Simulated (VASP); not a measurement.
ScBiTe3: single point with PBE

The system is ScBiTe3.

```xyz
5
Lattice="5.3473 0.0000 0.0000 0.0000 5.3473 0.0000 0.0000 0.0000 5.3473" Properties=species:S:1:pos:R:3 pbc="T T T"
Sc    2.6736    2.6736    2.6736
Bi    0.0000    0.0000    0.0000
Te    0.0000    2.6736    2.6736
Te    2.6736    0.0000    2.6736
Te    2.6736    2.6736    0.0000
```

The cell was generated, and may not be a known phase.

```
Program                : VASP 6.6.1
Task                   : single point
Functional             : PBE
Potentials or basis    : VASP PAW PBE potentials, release 64 (Sc_sv, Bi_d, Te)
Cutoff                 : 520 eV
k mesh                 : 4 × 4 × 4
Occupations            : gaussian, width 0.1 eV
Spin                   : no spin polarisation
Dipole correction      : no
Further INCAR settings : ALGO = Normal; EDIFF = 1e-07; NBANDS = 30
```

```json
{"Pressure": "5.5 GPa", "Band gap on the k mesh": "zero (bands 22 and 23 overlap by 0.98 eV)"}
```

Levels at points of the mesh, in eV from the Fermi level:
```
           k point  band 19  band 20  band 21  band 22  band 23  band 24  band 25  band 26
(0.00, 0.00, 0.00)    -0.82    -0.57    -0.57    -0.57     0.97     0.97     0.97     2.16
(0.50, 0.00, 0.00)    -1.48    -1.46    -0.61    -0.05    -0.05     0.63     0.63     1.04
(0.50, 0.50, 0.00)    -2.19    -2.19    -2.14    -0.73     0.83     1.58     1.58     2.84
(0.50, 0.50, 0.50)    -2.38     0.87     0.87     0.87     1.09     1.09     1.09     3.74
```

It took 59 s on 1 thread of Oxide Virtual Turin-like Processor (shared host), peak memory 0.23 GiB.

Caveat: the cell stands under pressure; spin-orbit coupling is left out, which moves the levels of the heavy elements.
